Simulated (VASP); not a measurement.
# KTaO3 (Pm-3m) in VASP: notebook

The runs below take KTaO3 through electric field gradients, with LDA.

Everything below comes from runs of VASP 6.6.1. Logs are shortened: lines on timing, memory, paths and dates and some standing lists are left out, and cuts for length are marked.

## (1) The cell of the first run

It takes space group Pm-3m (No. 221, cubic). Conventional cell: a = 3.988 Å, b = 3.988 Å, c = 3.988 Å, α = 90.00°, β = 90.00°, γ = 90.00°. K (site symmetry m-3m) has 12 O at 2.82 Å and 8 Ta at 3.45 Å within 3.7 Å. Within 2.6 Å of Ta (site symmetry m-3m) lie 6 O at 1.99 Å. Within 2.6 Å of O (site symmetry 4/mmm) lie 2 Ta at 1.99 Å.

## (2) Electric field gradients, LDA

File INCAR:

```
SYSTEM = KTaO3
ALGO     = Normal         ! electronic algorithm
EDIFF    = 1E-8           ! SCF threshold, eV
ENCUT    = 520            ! plane-wave cutoff, eV
ISIF     = 2              ! what is computed and relaxed
ISMEAR   = -1             ! smearing method
LASPH    = .TRUE.         ! aspherical terms in the spheres
LCHARG   = .FALSE.        ! write CHGCAR
LEFG     = .TRUE.       
LREAL    = .FALSE.        ! projectors in reciprocal space
LWAVE    = .FALSE.        ! write WAVECAR
NBANDS   = 27             ! bands
NELM     = 100            ! most SCF steps
PREC     = Accurate       ! precision mode
SIGMA    = 0.01           ! smearing width, eV
```

File KPOINTS:

```
k-points
0
G
  5 5 5
  0 0 0
```

File POSCAR:

```
KTaO3
1.0
    3.9883000000      0.0000000000      0.0000000000
    0.0000000000      3.9883000000      0.0000000000
    0.0000000000      0.0000000000      3.9883000000
K Ta O
1 1 3
Direct
    0.5000000000      0.5000000000      0.5000000000
    0.0000000000      0.0000000000      0.0000000000
    0.5000000000      0.0000000000      0.0000000000
    0.0000000000      0.5000000000      0.0000000000
    0.0000000000      0.0000000000      0.5000000000
```

Potentials or basis: VASP PAW LDA potentials, release 64 (K_sv, Ta_pv, O).

Run with:

```bash
> cat potpaw_LDA.64/K_sv/POTCAR potpaw_LDA.64/Ta_pv/POTCAR potpaw_LDA.64/O/POTCAR > POTCAR
> mpirun -np 1 vasp_std > vasp.out
```

OUTCAR:

```text
SYSTEM = KTaO3
   EDIFF = 1E-8
   ENCUT = 520
   ISIF = 2
   ISMEAR = -1
   LASPH = .TRUE.
   LREAL = .FALSE.
   NELM = 100
   PREC = Accurate

 ion  position               nearest neighbor table
   1  0.500  0.500  0.500-   3 2.82   4 2.82   5 2.82   3 2.82   4 2.82   3 2.82   5 2.82   3 2.82
                             4 2.82   5 2.82   4 2.82   5 2.82   2 3.45   2 3.45   2 3.45   2 3.45
   2  0.000  0.000  0.000-   3 1.99   4 1.99   5 1.99   5 1.99   4 1.99   3 1.99   1 3.45   1 3.45
                             1 3.45   1 3.45   1 3.45   1 3.45   1 3.45   1 3.45
   3  0.500  0.000  0.000-   2 1.99   2 1.99   1 2.82   1 2.82   1 2.82   1 2.82
   4  0.000  0.500  0.000-   2 1.99   2 1.99   1 2.82   1 2.82   1 2.82   1 2.82
   5  0.000  0.000  0.500-   2 1.99   2 1.99   1 2.82   1 2.82   1 2.82   1 2.82

  LATTYP: Found a simple cubic cell.
 ALAT       =     3.9883000000

  Lattice vectors:

 A1 = (   3.9883000000,   0.0000000000,   0.0000000000)
 A2 = (   0.0000000000,   3.9883000000,   0.0000000000)
 A3 = (   0.0000000000,   0.0000000000,   3.9883000000)

Analysis of symmetry for initial positions (statically):
=====================================================================
 Subroutine PRICEL returns:
 Original cell was already a primitive cell.

 Routine SETGRP: Setting up the symmetry group for a
 simple cubic supercell.

 Subroutine GETGRP returns: Found 48 space group operations
 (whereof 48 operations were pure point group operations)
 out of a pool of 48 trial point group operations.

The static configuration has the point symmetry O_h .

Analysis of symmetry for dynamics (positions and initial velocities):
=====================================================================
 Subroutine PRICEL returns:
 Original cell was already a primitive cell.

 Routine SETGRP: Setting up the symmetry group for a
 simple cubic supercell.

 Subroutine GETGRP returns: Found 48 space group operations
 (whereof 48 operations were pure point group operations)
 out of a pool of 48 trial point group operations.

The dynamic configuration has the point symmetry O_h .

 Subroutine INISYM returns: Found 48 space group operations
 (whereof 48 operations are pure point group operations),
 and found     1 'primitive' translations

----------------------------------------------------------------------------------------

                                     Primitive cell

  volume of cell :      63.4400

  direct lattice vectors                    reciprocal lattice vectors
     3.988300000  0.000000000  0.000000000     0.250733395  0.000000000  0.000000000
     0.000000000  3.988300000  0.000000000     0.000000000  0.250733395  0.000000000
     0.000000000  0.000000000  3.988300000     0.000000000  0.000000000  0.250733395

  length of vectors
     3.988300000  3.988300000  3.988300000     0.250733395  0.250733395  0.250733395

  position of ions in fractional coordinates (direct lattice)
     0.500000000  0.500000000  0.500000000
     0.000000000  0.000000000  0.000000000
     0.500000000  0.000000000  0.000000000
     0.000000000  0.500000000  0.000000000
     0.000000000  0.000000000  0.500000000

  ion indices of the primitive-cell ions
   primitive index   ion index
                 1           1
                 2           2
                 3           3
                 4           4
                 5           5

----------------------------------------------------------------------------------------

 KPOINTS: k-points

Automatic generation of k-mesh.
 Grid dimensions read from file:
 generate k-points for:    5    5    5

 Generating k-lattice:
[... 34 lines left out ...]
   ions per type =               1   1   3
   NGX,Y,Z   is equivalent  to a cutoff of  12.51, 12.51, 12.51 a.u.
   NGXF,Y,Z  is equivalent  to a cutoff of  25.01, 25.01, 25.01 a.u.
 SYSTEM =  KTaO3
   PREC   = accura    normal or accurate (medium, high low for compatibility)
   ISTART =      0    job   : 0-new  1-cont  2-samecut
   ICHARG =      2    charge: 1-file 2-atom 10-const
   ISPIN  =      1    spin polarized calculation?
   LNONCOLLINEAR =      F non collinear calculations
   LSORBIT =      F    spin-orbit coupling
   LASPH  =      T    aspherical Exc in radial PAW
   ENCUT  =  520.0 eV  38.22 Ry    6.18 a.u.   7.42  7.42  7.42*2*pi/ulx,y,z
   NELM   =    100;   NELMIN=  2; NELMDL= -5     # of ELM steps
   EDIFF  = 0.1E-07   stopping-criterion for ELM
   LREAL  =      F    real-space projection
   EDIFFG = 0.1E-06   stopping-criterion for IOM
   NSW    =      0    number of steps for IOM
   IBRION =     -1    ionic relax: 0-MD 1-quasi-New 2-CG
   NFREE  =      0    steps in history (QN), initial steepest desc. (CG)
   ISIF   =      2    stress and relaxation
   ISYM   =      2    0-nonsym 1-usesym 2-fastsym
   POTIM  = 0.5000    time-step for ionic-motion
   TEBEG  =    0.0;   TEEND  =   0.0 temperature during run
   PSTRESS=    0.0 pullay stress
   NELECT =      38.0000    total number of electrons
   NUPDOWN=      -1.0000    fix difference up-down
   EMIN   =  10.00;   EMAX   =-10.00  energy-range for DOS
   EFERMI =   0.00;   METHOD = LEGACY
   ISMEAR =    -1;   SIGMA  =   0.01  broadening in eV -4-tet -1-fermi 0-gaus
   EFERMI_NEDOS =   21; number of points for ismear=-14 and -15
   IALGO  =     38    algorithm
   IMIX   =      4    mixing-type and parameters
     AMIX     =   0.40;   BMIX     =  1.00
     AMIX_MAG =   1.60;   BMIX_MAG =  1.00
  volume/ion in A,a.u.               =      12.69        85.62
  Fermi-wavevector in a.u.,A,eV,Ry     =   1.380008  2.607837 25.911228  1.904422
  Thomas-Fermi vector in A             =   2.504925
   LORBIT       =      0    0 simple, 1 ext, 2 COOP (PROOUT), +10 PAW based schemes
   GGA     = CA    functional components
   LHFCALC =     F    Hartree Fock is set to
   AEXX    =    0.0000 exact exchange contribution
   IVDW    =     0    specifies the selected vdW correction
   LEPSILON=     F    determine dielectric tensor
   LRPA    =     F    only Hartree local field effects (RPA)
 non-spin polarized calculation
  energy-cutoff  :      520.00
  volume of cell :       63.44
 maximum number of plane-waves:      1743
 NGX is ok and might be reduce to    30
   NGX = 15   NGY = 15   NGZ = 15

 number of electron      37.9999975 magnetization

 Free energy of the ion-electron system (eV)
  ---------------------------------------------------
  ext. energy  EPLUGINS =         0.00000000
  ---------------------------------------------------
  free energy    TOTEN  =       -45.03638847 eV

  energy without entropy =      -45.03638847  energy(sigma->0) =      -45.03638847

 E-fermi :   1.7512     XC(G=0): -11.4296

 val. band max:        1.4101826789   @ k =   0.4000   0.4000   0.4000
 cond. band min:       3.5409989335   @ k =   0.0000   0.0000   0.0000
 fundamental gap:      2.1308162546
 Fermi energy:         1.7512253794

 k-point     1 :       0.0000    0.0000    0.0000
  band No.  band energies     occupation
      1     -32.3941      2.00000
      2     -32.3941      2.00000
      3     -32.3941      2.00000
      4     -25.3500      2.00000
      5     -15.7337      2.00000
      6     -14.9945      2.00000
[... 289 lines left out ...]
     26      12.4861      0.00000
     27      13.1730      0.00000

------------------------ aborting loop because EDIFF is reached ----------------------------------------

  FORCE on cell =-STRESS in cart. coord.  units (eV):
  Direction    XX          YY          ZZ          XY          YZ          ZX
  --------------------------------------------------------------------------------------
  -------------------------------------------------------------------------------------
  Total       -1.7545144     -1.7545144     -1.7545144     -0.0000000      0.0000000     -0.0000000
  in kB      -44.3102358    -44.3102358    -44.3102358     -0.0000000      0.0000000     -0.0000000
  external PRESSURE =     -44.3102358 kB  Pullay stress =       0.0000000 kB

 VOLUME and BASIS-vectors are now :
 -----------------------------------------------------------------------------
  energy-cutoff  :      520.00
  volume of cell :       63.44
      direct lattice vectors                 reciprocal lattice vectors
     3.988300000  0.000000000  0.000000000     0.250733395  0.000000000  0.000000000
     0.000000000  3.988300000  0.000000000     0.000000000  0.250733395  0.000000000
     0.000000000  0.000000000  3.988300000     0.000000000  0.000000000  0.250733395

 POSITION                                       TOTAL-FORCE (eV/Angst)
 -----------------------------------------------------------------------------------
      1.99415      1.99415      1.99415         0.000000      0.000000      0.000000
      0.00000      0.00000      0.00000         0.000000      0.000000      0.000000
      1.99415      0.00000      0.00000         0.000000      0.000000      0.000000
      0.00000      1.99415      0.00000         0.000000      0.000000      0.000000
      0.00000      0.00000      1.99415         0.000000      0.000000      0.000000
 -----------------------------------------------------------------------------------
    total drift:                                0.000000     -0.000000      0.000000

  FREE ENERGIE OF THE ION-ELECTRON SYSTEM (eV)
  ---------------------------------------------------
  free  energy   TOTEN  =       -45.0363884706 eV

  energy  without entropy=      -45.0363884706  energy(sigma->0) =      -45.03638847

 Electric field gradients (V/A^2)
---------------------------------------------------------------------
 ion       V_xx      V_yy      V_zz      V_xy      V_xz      V_yz
---------------------------------------------------------------------
   1       0.000     0.000    -0.000    -0.000     0.000     0.000
   2      -0.000    -0.000     0.000    -0.000     0.000     0.000
   3      14.705    -7.352    -7.352     0.000     0.000     0.000
   4      -7.352    14.705    -7.352    -0.000     0.000    -0.000
   5      -7.352    -7.352    14.705     0.000     0.000     0.000
---------------------------------------------------------------------

 Electric field gradients after diagonalization (V/A^2)
 (convention: |V_zz| > |V_xx| > |V_yy|)
----------------------------------------------------------------------
 ion       V_xx      V_yy      V_zz     asymmetry (V_yy - V_xx)/ V_zz
----------------------------------------------------------------------
   1       0.000    -0.000     0.000      -0.797
   2      -0.000     0.000    -0.000      -0.569
   3      -7.352    -7.352    14.705       0.000
   4      -7.352    -7.352    14.705       0.000
   5      -7.352    -7.352    14.705       0.000
----------------------------------------------------------------------

           NMR quadrupolar parameters

 Cq : quadrupolar parameter    Cq=e*Q*V_zz/h
 eta: asymmetry parameters     (V_yy - V_xx)/ V_zz
 Q  : nuclear electric quadrupole moment in mb (millibarn)
----------------------------------------------------------------------
 ion       Cq(MHz)       eta       Q (mb)
----------------------------------------------------------------------
   1       0.000      -0.797       1.000
   2      -0.000      -0.569       1.000
   3       0.036       0.000       1.000
   4       0.036       0.000       1.000
   5       0.036       0.000       1.000
----------------------------------------------------------------------
```

It took 12 s on 1 thread of Intel Xeon Platinum 8559C (Emerald Rapids), shared host; peak memory 0.15 GiB.

Results:

```yaml
Free_energy: -45.0364 eV
Pressure: -4.4 GPa
Band_gap_on_the_k_mesh: 2.13 eV, indirect (least direct gap 2.64 eV)
```

Levels at points of the mesh, in eV from the valence-band top:
```
           k point  band 16  band 17  band 18  band 19  band 20  band 21  band 22  band 23
(0.00, 0.00, 0.00)    -0.96    -0.51    -0.51    -0.51     2.13     2.13     2.13     6.49
```

Electric field gradients, principal values (V/Å²):
```tsv
atom	least	middle	greatest (by size)
1 K	0.000	0.000	0.000
2 Ta	0.000	0.000	0.000
3 O	-7.352	-7.352	14.705
4 O	-7.352	-7.352	14.705
5 O	-7.352	-7.352	14.705
```

Caveat: without QUAD_EFG the Cq values of the log hold for a quadrupole moment of 1 mb, not for the nuclei; spin-orbit coupling is left out, which moves the levels of the heavy elements. A k mesh can miss the band edges.

## (3) Electric field gradients, LDA

File INCAR:

```
ALGO     = Normal         # electronic algorithm
EDIFF    = 1E-8           # SCF threshold, eV
ENCUT    = 520            # plane-wave cutoff, eV
ISIF     = 2              # what is computed and relaxed
ISMEAR   = -1             # smearing method
LASPH    = T              # aspherical terms in the spheres
LCHARG   = F              # write CHGCAR
LEFG     = T            
LREAL    = F              # projectors in reciprocal space
LWAVE    = F              # write WAVECAR
NBANDS   = 27             # bands
NELM     = 60             # most SCF steps
PREC     = Accurate       # precision mode
SIGMA    = 0.01           # smearing width, eV
```

File KPOINTS:

```
k-points
0
Gamma
  5 5 5
```

POSCAR is that of step 2.

Potentials or basis: VASP PAW LDA potentials, release 64 (K_sv, Ta_pv, O).

Run with:

```bash
> cat potpaw_LDA.64/K_sv/POTCAR potpaw_LDA.64/Ta_pv/POTCAR potpaw_LDA.64/O/POTCAR > POTCAR
> mpirun -np 1 vasp_std > vasp.out
```

OUTCAR:

```text
EDIFF = 1E-8
   ENCUT = 520
   ISIF = 2
   ISMEAR = -1
   LASPH = T
   LREAL = F
   NELM = 60
   PREC = Accurate

 ion  position               nearest neighbor table
   1  0.500  0.500  0.500-   3 2.82   4 2.82   5 2.82   3 2.82   4 2.82   3 2.82   5 2.82   3 2.82
                             4 2.82   5 2.82   4 2.82   5 2.82   2 3.45   2 3.45   2 3.45   2 3.45
   2  0.000  0.000  0.000-   3 1.99   4 1.99   5 1.99   5 1.99   4 1.99   3 1.99   1 3.45   1 3.45
                             1 3.45   1 3.45   1 3.45   1 3.45   1 3.45   1 3.45
   3  0.500  0.000  0.000-   2 1.99   2 1.99   1 2.82   1 2.82   1 2.82   1 2.82
   4  0.000  0.500  0.000-   2 1.99   2 1.99   1 2.82   1 2.82   1 2.82   1 2.82
   5  0.000  0.000  0.500-   2 1.99   2 1.99   1 2.82   1 2.82   1 2.82   1 2.82

  LATTYP: Found a simple cubic cell.
 ALAT       =     3.9883000000

  Lattice vectors:

 A1 = (   3.9883000000,   0.0000000000,   0.0000000000)
 A2 = (   0.0000000000,   3.9883000000,   0.0000000000)
 A3 = (   0.0000000000,   0.0000000000,   3.9883000000)

Analysis of symmetry for initial positions (statically):
=====================================================================
 Subroutine PRICEL returns:
 Original cell was already a primitive cell.

[... 494 lines left out ...]
    total drift:                                0.000000     -0.000000      0.000000

  FREE ENERGIE OF THE ION-ELECTRON SYSTEM (eV)
  ---------------------------------------------------
  free  energy   TOTEN  =       -45.0363884706 eV

  energy  without entropy=      -45.0363884706  energy(sigma->0) =      -45.03638847

 Electric field gradients (V/A^2)
---------------------------------------------------------------------
 ion       V_xx      V_yy      V_zz      V_xy      V_xz      V_yz
---------------------------------------------------------------------
   1       0.000     0.000    -0.000    -0.000     0.000     0.000
   2      -0.000    -0.000     0.000    -0.000     0.000     0.000
   3      14.705    -7.352    -7.352     0.000     0.000     0.000
   4      -7.352    14.705    -7.352    -0.000     0.000    -0.000
   5      -7.352    -7.352    14.705     0.000     0.000     0.000
---------------------------------------------------------------------

 Electric field gradients after diagonalization (V/A^2)
 (convention: |V_zz| > |V_xx| > |V_yy|)
----------------------------------------------------------------------
 ion       V_xx      V_yy      V_zz     asymmetry (V_yy - V_xx)/ V_zz
----------------------------------------------------------------------
   1       0.000    -0.000     0.000      -0.797
   2      -0.000     0.000    -0.000      -0.569
   3      -7.352    -7.352    14.705       0.000
   4      -7.352    -7.352    14.705       0.000
   5      -7.352    -7.352    14.705       0.000
----------------------------------------------------------------------

           NMR quadrupolar parameters

 Cq : quadrupolar parameter    Cq=e*Q*V_zz/h
 eta: asymmetry parameters     (V_yy - V_xx)/ V_zz
 Q  : nuclear electric quadrupole moment in mb (millibarn)
----------------------------------------------------------------------
 ion       Cq(MHz)       eta       Q (mb)
----------------------------------------------------------------------
   1       0.000      -0.797       1.000
   2      -0.000      -0.569       1.000
   3       0.036       0.000       1.000
   4       0.036       0.000       1.000
   5       0.036       0.000       1.000
----------------------------------------------------------------------
```

Wall time 9.5 s (1 thread of Intel Xeon Platinum 8559C (Emerald Rapids), shared host); peak memory 0.15 GiB.

What came out:

| Property | Result |
| --- | --- |
| Free energy | -45.0364 eV |
| Pressure | -4.4 GPa |
| Band gap on the k mesh | 2.13 eV, indirect (least direct gap 2.64 eV) |

Levels at points of the mesh, in eV from the valence-band top:
```csv
k point,band 17,band 18,band 19,band 20,band 21,band 22
"(0.00, 0.00, 0.00)",-0.51,-0.51,-0.51,2.13,2.13,2.13
```

Electric field gradients, principal values (V/Å²):
| atom | least | middle | greatest (by size) |
| --- | --- | --- | --- |
| 1 K | 0.000 | 0.000 | 0.000 |
| 2 Ta | 0.000 | 0.000 | 0.000 |
| 3 O | -7.352 | -7.352 | 14.705 |
| 4 O | -7.352 | -7.352 | 14.705 |
| 5 O | -7.352 | -7.352 | 14.705 |

Caveat: without QUAD_EFG the Cq values of the log hold for a quadrupole moment of 1 mb, not for the nuclei; spin-orbit coupling is left out, which moves the levels of the heavy elements.

(Continued in part 2 of 3.)
